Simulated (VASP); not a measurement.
BN, 12 atoms in the cell. The typed cell holds 12 atoms: a = 2.541 Å, b = 2.541 Å, c = 12.612 Å, α = 89.42°, β = 88.85°, γ = 60.00°. 

* Program: VASP 6.6.1
* Task: single point
* Functional: PBEsol
* Potentials or basis: VASP PAW PBE potentials, release 64 (B, N)
* Cutoff: 600 eV
* k mesh: 10 × 10 × 2
* Occupations: gaussian, width 0.05 eV
* Spin: no spin polarisation
* Dipole correction: no
* Further INCAR settings: ALGO = Normal; EDIFF = 1e-06; NBANDS = 36

Potentials or basis: VASP PAW PBE potentials, release 64 (B, N).

The run is started by

```sh
$ cat potpaw_PBE.64/B/POTCAR potpaw_PBE.64/N/POTCAR > POTCAR
$ mpirun -np 1 vasp_std > vasp.out
```

Hardware: 1 thread of Intel Xeon 8259CL, on a shared host.

Estimate the wall time of this run.

Wall time 7.2 min on 1 thread of Intel Xeon 8259CL, on a shared host, peak memory 0.35 GiB. Counts: scf iterations 13, k points 104.
